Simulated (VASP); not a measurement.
LiTe3P4:

```
CELL_PARAMETERS angstrom
6.13564 0.00000 0.00000
0.00000 6.13564 0.00000
0.00000 0.00000 6.13564
ATOMIC_POSITIONS crystal
Li 0.50000 0.50000 0.50000
Te 0.00000 0.50000 0.50000
Te 0.50000 0.00000 0.50000
Te 0.50000 0.50000 0.00000
P 0.50000 0.00000 0.00000
P 0.00000 0.50000 0.00000
P 0.00000 0.00000 0.50000
P 0.00000 0.00000 0.00000
```

The cell was generated, and may not be a known phase.

```yaml
Program: VASP 6.6.1
Task: relaxation of cell and atoms
Functional: PBE
Potentials_or_basis: VASP PAW PBE potentials, release 64 (Li_sv, Te, P)
Cutoff: 600 eV
k_mesh: 4 × 4 × 4
Occupations: gaussian, width 0.1 eV
Spin: no spin polarisation
```

At the start: pressure -10.3 GPa; volume 28.87 Å³/atom.

Task: Where does the relaxation end?

Result: Over 3 steps the energy falls by 338.6 meV/atom and the volume is 21.02 Å³/atom (-27.2 %); space group Pm-3m (No. 221, to 0.1 Å) before and after.

The path:
```csv
step,energy change (eV),largest force (eV/Å),pressure (GPa),volume (Å³)
1,0.0000,0.0000,-10.26,230.98
2,-2.6577,0.0000,-2.38,174.52
3,-2.7090,0.0000,-0.11,168.15
```

Final structure:
```xyz
8
Lattice="5.5194 0.0000 0.0000 0.0000 5.5194 0.0000 0.0000 0.0000 5.5194" Properties=species:S:1:pos:R:3 pbc="T T T"
Li    2.7597    2.7597    2.7597
Te    0.0000    2.7597    2.7597
Te    2.7597    0.0000    2.7597
Te    2.7597    2.7597    0.0000
P     2.7597    0.0000    0.0000
P     0.0000    2.7597    0.0000
P     0.0000    0.0000    2.7597
P     0.0000    0.0000    0.0000
```

Caveat: the cutoff is under 1.25 times the usual one of these potentials, so pressure, stress and relaxed cells hold a basis-set (Pulay) error; the volume moved by over 15 % at a fixed basis, so the end points are rough; the highest band is partly filled, so the run has too few bands.
